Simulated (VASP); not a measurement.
Runs of VASP 6.6.1 on Nb3C. The structure is that of space group Pm-3m (No. 221), or close to it. The cells are those of the table. 

```csv
task,cell,k mesh,cutoff (eV),gap on the mesh (eV),pressure (GPa),relaxed volume (Å³/atom)
single point,"a = 3.884 Å, 4 atoms",4 × 4 × 4,520,none,-0.1,-
single point,"a = 3.877 Å, 4 atoms",12 × 12 × 12,520,none,-0.3,-
relaxation of cell and atoms,"relaxed from a = 3.778 Å, 4 atoms",4 × 4 × 4,600,none,-0.1,14.65
relaxation of cell and atoms,"relaxed from a = 3.884 Å, 4 atoms",12 × 12 × 12,600,none,0.0,(a)
```

Alike in all rows: level PBE; potentials or basis VASP PAW PBE potentials, release 64 (Nb_sv, C); no spin polarisation; smearing gaussian 0.1 eV.

Task: Fill in the values left out.

Result: (a) 14.55.

Caveats: some runs use coarse meshes.

A k mesh can miss the band edges, and the runs leave out spin-orbit coupling on Nb.

A gap of «none» marks levels without a gap at the run's occupations.
